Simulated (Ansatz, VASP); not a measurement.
# One calculation of WC, two programs

```
W C
1.0
     0.00000    2.19016    2.19016
     2.19016    0.00000    2.19016
     2.19016    2.19016    0.00000
W C
1 1
Direct
  0.00000 0.00000 0.00000
  0.50000 0.50000 0.50000
```

Alike in both runs: functional PBE; k mesh 16 × 16 × 16; occupations fermi-dirac, width 0.08 eV; no spin polarisation.

Ansatz relaxed the structure, and its values are those at the end. VASP's run is a single point on that final structure, the one shown.

|  | VASP | Ansatz |
| --- | --- | --- |
| version | VASP 6.6.1 | Ansatz 0.2.0 |
| potentials or method | VASP PAW PBE potentials, release 64 (W_sv, C) | PAW with Ansatz's default frozen-core files, scalar-relativistic |
| plane-wave cutoff (eV) | 520 | 420 |
| valence electrons in the cell | 18 | 18 |

Ansatz gave:

```
pressure (GPa) : 0.0
```

Q: What did VASP give for the same quantities?

A: Pressure (GPa): 0.9.

Spin-orbit coupling is off throughout.
